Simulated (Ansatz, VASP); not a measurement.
**One calculation of TiAl, two programs**

```xyz
2
Lattice="2.8673 0.0000 0.0000 -1.4336 2.4831 0.0000 0.0000 0.0000 4.6781" Properties=species:S:1:pos:R:3 pbc="T T T"
Ti    0.0000    0.0000    0.0000
Al    0.0000    1.6554    2.3390
```

Alike in both runs: task relaxation of cell and atoms; functional LDA; k mesh 15 × 15 × 8; occupations gaussian, width 0.1 eV; no spin polarisation.

|  | VASP | Ansatz |
| --- | --- | --- |
| version | VASP 6.6.1 | Ansatz 0.2.0 |
| potentials or method | VASP PAW LDA potentials, release 64 (Ti_sv, Al), cutoff 600 eV | scalar-relativistic, plane waves, PAW |
| valence electrons in the cell | 15 | 15 |

Ansatz gave:

```
gap on the k mesh at the Fermi level, each at its own relaxed structure (eV) : none
relaxed volume (Å³/atom)                                                     : 15.71
relaxed cell length with the largest relative difference (Å)                 : 4.586
```

Q: Which values does VASP return?

A: gap on the k mesh at the Fermi level, each at its own relaxed structure (eV): none; relaxed volume (Å³/atom): 15.71; relaxed cell length with the largest relative difference (Å): 4.590.

Ansatz warns that its potentials were made for another functional, while VASP's fit it. LDA's correlation is that of Perdew and Zunger in VASP and of Perdew and Wang (1992) in Ansatz. A gap of «none» marks a metal or a gap that the smearing closes.
